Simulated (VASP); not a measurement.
A run of VASP 6.6.1:

INCAR

```
SYSTEM = Al
  ALGO = Normal
  EDIFF = 1E-6
  ENCUT = 520
  ISIF = 2
  ISMEAR = -1
  LASPH = .True.
  LCHARG = .True.
  LELF = .True.
  LREAL = .False.
  LVHAR = .True.
  LWAVE = .False.
  NBANDS = 12
  NELM = 80
  PREC = Accurate
  SIGMA = 0.05
```

File KPOINTS:

```
k-points
0
Gamma
  13 13 5
  0 0 0
```

File POSCAR:

```
Al
1.0
    0.0000000000      1.9917790140     -1.9917790140
   -1.9917790140      0.0000000000      1.9917790140
    3.9835580280      3.9835580280      3.9835580280
Al
3
Direct
    0.0000000000      0.0000000000      0.0000000000
    0.3333333330      0.6666666670      0.3333333330
    0.6666666670      0.3333333330      0.6666666670
```

Potentials or basis: VASP PAW LDA potentials, release 64 (Al).

Command:

```console
$ cat potpaw_LDA.64/Al/POTCAR > POTCAR
$ mpirun -np 1 vasp_std > vasp.out
```

Hardware: 1 thread of Intel(R) Xeon(R) Platinum 8375C CPU @ 2.90GHz (Ice Lake), with other jobs on the host.

**Question.** How long does it take, and how much memory?

**Answer.** Wall time 26 s on 1 thread of Intel(R) Xeon(R) Platinum 8375C CPU @ 2.90GHz (Ice Lake), with other jobs on the host, peak memory 0.17 GiB. Counts: scf iterations 9, k points 91.
